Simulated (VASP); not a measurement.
# NaF (Fm-3m) in VASP: vibrations by perturbation theory with PBE

Aim: the vibrations by perturbation theory of NaF with PBE.

All numbers are computed with VASP 6.6.1; they aren't measurements. Logs are shortened: lines on timing, memory, paths and dates and some standing lists are left out, and cuts for length are marked.

### Step 1. The cell of the first run

Symmetry: Fm-3m, No. 225, cubic system. The conventional cell has a = 4.700 Å, b = 4.700 Å, c = 4.700 Å, α = 90.00°, β = 90.00°, γ = 90.00°. Na (site symmetry m-3m) has 6 F at 2.35 Å within 3.1 Å. F (site symmetry m-3m) has 6 Na at 2.35 Å within 3.1 Å.

### Step 2. Vibrations by perturbation theory, PBE

INCAR reads:

```
ALGO     = Normal         # electronic algorithm
EDIFF    = 1E-8           # SCF threshold, eV
ENCUT    = 520            # plane-wave cutoff, eV
GGA      = PE             # functional
IBRION   = 8              # ionic algorithm
ISIF     = 2              # what is computed and relaxed
ISMEAR   = 0              # smearing method
LASPH    = T              # aspherical terms in the spheres
LCHARG   = F              # write CHGCAR
LREAL    = F              # projectors in reciprocal space
LWAVE    = F              # write WAVECAR
NELM     = 100            # most SCF steps
NSW      = 1              # ionic steps
PREC     = Accurate       # precision mode
SIGMA    = 0.01           # smearing width, eV
```

KPOINTS reads:

```
k-points
0
Gamma
  6 6 6
```

POSCAR reads:

```
NaF
1.0
    0.0000000000      2.3500000000      2.3500000000
    2.3500000000      0.0000000000      2.3500000000
    2.3500000000      2.3500000000      0.0000000000
Na F
1 1
Direct
    0.0000000000      0.0000000000      0.0000000000
    0.5000000000      0.5000000000      0.5000000000
```

Potentials or basis: VASP PAW PBE potentials, release 64 (Na_pv, F).

Run with:

```console
$ cat potpaw_PBE.64/Na_pv/POTCAR potpaw_PBE.64/F/POTCAR > POTCAR
$ mpirun -np 1 vasp_std > vasp.out
```

OUTCAR:

```text
EDIFF = 1E-8
   ENCUT = 520
   GGA = PE
   IBRION = 8
   ISIF = 2
   ISMEAR = 0
   LASPH = T
   LREAL = F
   NELM = 100
   NSW = 1
   PREC = Accurate

 ion  position               nearest neighbor table
   1  0.000  0.000  0.000-
   2  0.500  0.500  0.500-

  LATTYP: Found a face centered cubic cell.
 ALAT       =     4.7000000000

  Lattice vectors:

 A1 = (   0.0000000000,   2.3500000000,   2.3500000000)
 A2 = (   2.3500000000,   0.0000000000,   2.3500000000)
 A3 = (   2.3500000000,   2.3500000000,   0.0000000000)

Analysis of symmetry for initial positions (statically):
=====================================================================
 Subroutine PRICEL returns:
 Original cell was already a primitive cell.

 Routine SETGRP: Setting up the symmetry group for a
 face centered cubic supercell.

 Subroutine GETGRP returns: Found 48 space group operations
 (whereof 48 operations were pure point group operations)
 out of a pool of 48 trial point group operations.

The static configuration has the point symmetry O_h .

Analysis of symmetry for dynamics (positions and initial velocities):
=====================================================================
 Subroutine PRICEL returns:
 Original cell was already a primitive cell.

 Routine SETGRP: Setting up the symmetry group for a
 face centered cubic supercell.

 Subroutine GETGRP returns: Found 48 space group operations
 (whereof 48 operations were pure point group operations)
 out of a pool of 48 trial point group operations.

The dynamic configuration has the point symmetry O_h .

 Subroutine INISYM returns: Found 48 space group operations
 (whereof 48 operations are pure point group operations),
 and found     1 'primitive' translations

----------------------------------------------------------------------------------------

                                     Primitive cell

  volume of cell :      25.9558

  direct lattice vectors                    reciprocal lattice vectors
     0.000000000  2.350000000  2.350000000    -0.212765957  0.212765957  0.212765957
     2.350000000  0.000000000  2.350000000     0.212765957 -0.212765957  0.212765957
     2.350000000  2.350000000  0.000000000     0.212765957  0.212765957 -0.212765957

  length of vectors
     3.323401872  3.323401872  3.323401872     0.368521448  0.368521448  0.368521448

  position of ions in fractional coordinates (direct lattice)
     0.000000000  0.000000000  0.000000000
     0.500000000  0.500000000  0.500000000

  ion indices of the primitive-cell ions
   primitive index   ion index
                 1           1
                 2           2

----------------------------------------------------------------------------------------

 KPOINTS: k-points

Automatic generation of k-mesh.
 Grid dimensions read from file:
 generate k-points for:    6    6    6

 Generating k-lattice:

  Cartesian coordinates                     Fractional coordinates (reciprocal lattice)
    -0.035460993  0.035460993  0.035460993     0.166666667  0.000000000  0.000000000
     0.035460993 -0.035460993  0.035460993     0.000000000  0.166666667  0.000000000
     0.035460993  0.035460993 -0.035460993     0.000000000  0.000000000  0.166666667

  Length of vectors
     0.061420241  0.061420241  0.061420241

  Shift w.r.t. Gamma in fractional coordinates (k-lattice)
     0.000000000  0.000000000  0.000000000

 Subroutine IBZKPT returns following result:
 ===========================================

 Found     16 irreducible k-points:

 Following reciprocal coordinates:
            Coordinates               Weight
  0.000000  0.000000  0.000000      1.000000
  0.166667  0.000000  0.000000      8.000000
  0.333333  0.000000  0.000000      8.000000
  0.500000  0.000000  0.000000      4.000000
  0.166667  0.166667  0.000000      6.000000
  0.333333  0.166667  0.000000     24.000000
[... 8 lines left out ...]
 -0.333333  0.333333  0.166667     24.000000
 -0.333333  0.500000  0.166667     12.000000
   k-points           NKPTS =     16   k-points in BZ     NKDIM =     16   number of bands    NBANDS=     11
   number of dos      NEDOS =    301   number of ions     NIONS =      2
[... 20 lines left out ...]
   IBRION =      8    ionic relax: 0-MD 1-quasi-New 2-CG
   NFREE  =      0    steps in history (QN), initial steepest desc. (CG)
   ISIF   =      2    stress and relaxation
   ISYM   =      2    0-nonsym 1-usesym 2-fastsym
   POTIM  = 0.5000    time-step for ionic-motion
   TEBEG  =    0.0;   TEEND  =   0.0 temperature during run
   PSTRESS=    0.0 pullay stress
   NELECT =      14.0000    total number of electrons
   NUPDOWN=      -1.0000    fix difference up-down
   EMIN   =  10.00;   EMAX   =-10.00  energy-range for DOS
   EFERMI =   0.00;   METHOD = LEGACY
   ISMEAR =     0;   SIGMA  =   0.01  broadening in eV -4-tet -1-fermi 0-gaus
   EFERMI_NEDOS =   21; number of points for ismear=-14 and -15
   IALGO  =     38    algorithm
   IMIX   =      4    mixing-type and parameters
     AMIX     =   0.40;   BMIX     =  1.00
     AMIX_MAG =   1.60;   BMIX_MAG =  1.00
  volume/ion in A,a.u.               =      12.98        87.58
  Fermi-wavevector in a.u.,A,eV,Ry     =   1.332620  2.518287 24.162259  1.775876
  Thomas-Fermi vector in A             =   2.461541
   LORBIT       =      0    0 simple, 1 ext, 2 COOP (PROOUT), +10 PAW based schemes
   GGA     = PE    functional components
   LHFCALC =     F    Hartree Fock is set to
   AEXX    =    0.0000 exact exchange contribution
   IVDW    =     0    specifies the selected vdW correction
   LEPSILON=     F    determine dielectric tensor
   LRPA    =     F    only Hartree local field effects (RPA)
 non-spin polarized calculation
 Gauss-broadening in eV      SIGMA  =   0.01
  energy-cutoff  :      520.00
  volume of cell :       25.96
 maximum number of plane-waves:       725
 NGX is ok and might be reduce to    28
   NGX = 13   NGY = 13   NGZ = 13

--------------------------------------- Ionic step        1  -------------------------------------------

 number of electron      14.0000002 magnetization

 Free energy of the ion-electron system (eV)
  ---------------------------------------------------
  ext. energy  EPLUGINS =         0.00000000
  ---------------------------------------------------
  free energy    TOTEN  =        -8.56943126 eV

  energy without entropy =       -8.56943126  energy(sigma->0) =       -8.56943126

 E-fermi :  -2.1756     XC(G=0):  -8.9545

 val. band max:       -2.2626210721   @ k =   0.0000   0.0000   0.0000
 cond. band min:       3.8132753606   @ k =   0.0000   0.0000   0.0000
 fundamental gap:      6.0758964327
 Fermi energy:        -2.1756409834

 k-point     1 :       0.0000    0.0000    0.0000
  band No.  band energies     occupation
      1     -21.3681      2.00000
      2     -21.3383      2.00000
      3     -21.3383      2.00000
      4     -21.3383      2.00000
      5      -2.2626      2.00000
      6      -2.2626      2.00000
      7      -2.2626      2.00000
      8       3.8133      0.00000
      9      16.4094      0.00000
     10      16.4094      0.00000
     11      16.4094      0.00000
[... 198 lines left out ...]
  band No.  band energies     occupation
      1     -21.6352      2.00000
      2     -21.4398      2.00000
      3     -21.4026      2.00000
      4     -20.8701      2.00000
      5      -3.2858      2.00000
      6      -2.8757      2.00000
      7      -2.7614      2.00000
      8      10.6034      0.00000
      9      10.7691      0.00000
     10      11.8744      0.00000
     11      14.9454      0.00000

------------------------ aborting loop because EDIFF is reached ----------------------------------------

  FORCE on cell =-STRESS in cart. coord.  units (eV):
  Direction    XX          YY          ZZ          XY          YZ          ZX
  --------------------------------------------------------------------------------------
  -------------------------------------------------------------------------------------
  Total       -0.0169917     -0.0169917     -0.0169917     -0.0000000     -0.0000000      0.0000000
  in kB       -1.0488484     -1.0488484     -1.0488484     -0.0000000     -0.0000000      0.0000000
  external PRESSURE =      -1.0488484 kB  Pullay stress =       0.0000000 kB

 VOLUME and BASIS-vectors are now :
 -----------------------------------------------------------------------------
  energy-cutoff  :      520.00
  volume of cell :       25.96
      direct lattice vectors                 reciprocal lattice vectors
     0.000000000  2.350000000  2.350000000    -0.212765957  0.212765957  0.212765957
     2.350000000  0.000000000  2.350000000     0.212765957 -0.212765957  0.212765957
     2.350000000  2.350000000  0.000000000     0.212765957  0.212765957 -0.212765957

 POSITION                                       TOTAL-FORCE (eV/Angst)
 -----------------------------------------------------------------------------------
      0.00000      0.00000      0.00000         0.000000      0.000000      0.000000
      2.35000      2.35000      2.35000        -0.000000     -0.000000     -0.000000
 -----------------------------------------------------------------------------------
    total drift:                                0.000000      0.000000      0.000000

  FREE ENERGIE OF THE ION-ELECTRON SYSTEM (eV)
  ---------------------------------------------------
  free  energy   TOTEN  =        -8.5694312570 eV

  energy  without entropy=       -8.5694312570  energy(sigma->0) =       -8.56943126

[... ionic steps 2 to 3 ...]

--------------------------------------- Ionic step        4  -------------------------------------------

------------------------ aborting loop because EDIFF is reached ----------------------------------------

[... ionic steps 5 to 6 ...]

--------------------------------------- Ionic step        7  -------------------------------------------

 Free energy of the ion-electron system (eV)
  ---------------------------------------------------
  ---------------------------------------------------
  free energy    TOTEN  =        -0.53075135 eV

  energy without entropy =       -0.53075135

------------------------ aborting loop because EDIFF is reached ----------------------------------------

 INTERNAL STRAIN TENSOR  FOR ION    2  DIRECTION 1   (eV/Angst):
 -----------------------------------------------------------------------------
     0.07448 -0.00000  0.00000
     0.00000 -0.01283  0.00000
    -0.00000  0.00000 -0.01283

 INTERNAL STRAIN TENSOR FOR ION    2 for displacements in x,y,z  (eV/Angst):
          X           Y           Z          XY          YZ          ZX
  --------------------------------------------------------------------------------
  x     0.00000     0.00000     0.00000     0.00000     0.00000     0.00000
  y     0.00000     0.00000     0.00000     0.00000     0.00000     0.00000
  z     0.00000     0.00000     0.00000     0.00000     0.00000     0.00000

 SECOND DERIVATIVES (NOT SYMMETRIZED)
 ------------------------------------
               1X          1Y          1Z          2X          2Y          2Z
  1X    -2.015144    0.000000    0.000000    2.015144    0.000000    0.000000
  1Y     0.000000   -2.015144    0.000000    0.000000    2.015144    0.000000
  1Z     0.000000    0.000000   -2.015144    0.000000    0.000000    2.015144
  2X     1.969931    0.000000    0.000000   -1.969931    0.000000    0.000000
  2Y     0.000000    1.969931    0.000000    0.000000   -1.969931    0.000000
  2Z     0.000000    0.000000    1.969931    0.000000    0.000000   -1.969931

 Eigenvectors and eigenvalues of the dynamical matrix
 ----------------------------------------------------

   1 f  =    6.838577 THz    42.968046 2PiTHz  228.110370 cm-1    28.282069 meV
             X         Y         Z           dx          dy          dz
      0.000000  0.000000  0.000000     0.000000    0.000000   -0.676826
      2.350000  2.350000  2.350000     0.000000    0.000000    0.736143
[... 21 lines left out ...]
   6 f/i=    0.038659 THz     0.242899 2PiTHz    1.289514 cm-1     0.159879 meV
             X         Y         Z           dx          dy          dz
      0.000000  0.000000  0.000000    -0.074030    0.725600    0.099653
      2.350000  2.350000  2.350000    -0.068065    0.667132    0.091623

--------------------------------------------------------------------------------------------------------

 ELASTIC MODULI CONTR FROM IONIC RELAXATION (kBar)
 Direction    XX          YY          ZZ          XY          YZ          ZX
 --------------------------------------------------------------------------------
 XX           0.0000      0.0000      0.0000      0.0000      0.0000      0.0000
 YY           0.0000      0.0000      0.0000      0.0000      0.0000      0.0000
 ZZ           0.0000      0.0000      0.0000      0.0000      0.0000      0.0000
 XY           0.0000      0.0000      0.0000      0.0000      0.0000      0.0000
 YZ           0.0000      0.0000      0.0000      0.0000      0.0000      0.0000
 ZX           0.0000      0.0000      0.0000      0.0000      0.0000      0.0000
 --------------------------------------------------------------------------------
```

Run time: 76 s. Hardware: 1 thread of Intel Xeon 8259CL, shared host; peak memory 0.17 GiB.

What came out:

```
Highest phonon frequency at Γ, LO-TO splitting left out : 228 cm⁻¹
```

Phonon frequencies in cm⁻¹ (negative: imaginary):
```csv
q point,frequencies
"(0.000, 0.000, 0.000)",-1 -1 -1 228 228 228
```

Caveat: the k points lie up to 0.39 Å⁻¹ apart.
